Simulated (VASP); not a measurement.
Here is a VASP 6.6.1 calculation.

The input INCAR:

```
SYSTEM = LiCl
ALGO = Normal
EDIFF = 1E-6
ENCUT = 520
GGA = PE
ISIF = 2
ISMEAR = -1
LASPH = .True.
LCHARG = .False.
LREAL = .False.
LWAVE = .False.
NBANDS = 12
NELM = 80
PREC = Accurate
SIGMA = 0.04
```

File KPOINTS:

```
k-points
0
Gamma
  5 5 5
  0 0 0
```

File POSCAR:

```
LiCl
1.0
    0.0000000000      2.5647700000      2.5647700000
    2.5647700000      0.0000000000      2.5647700000
    2.5647700000      2.5647700000      0.0000000000
Cl Li
1 1
Direct
    0.5000000000      0.5000000000      0.5000000000
    0.0000000000      0.0000000000      0.0000000000
```

Potentials or basis: VASP PAW PBE potentials, release 64 (Cl, Li_sv).

The run is started by

```sh
$ cat potpaw_PBE.64/Cl/POTCAR potpaw_PBE.64/Li_sv/POTCAR > POTCAR
$ mpirun -np 1 vasp_std > vasp.out
```

Estimate the band gap on the k mesh.

6.34 eV, direct.

Caveat: the k points lie up to 0.42 Å⁻¹ apart. A hybrid or GW would open this gap; PBE tends to underestimate it.
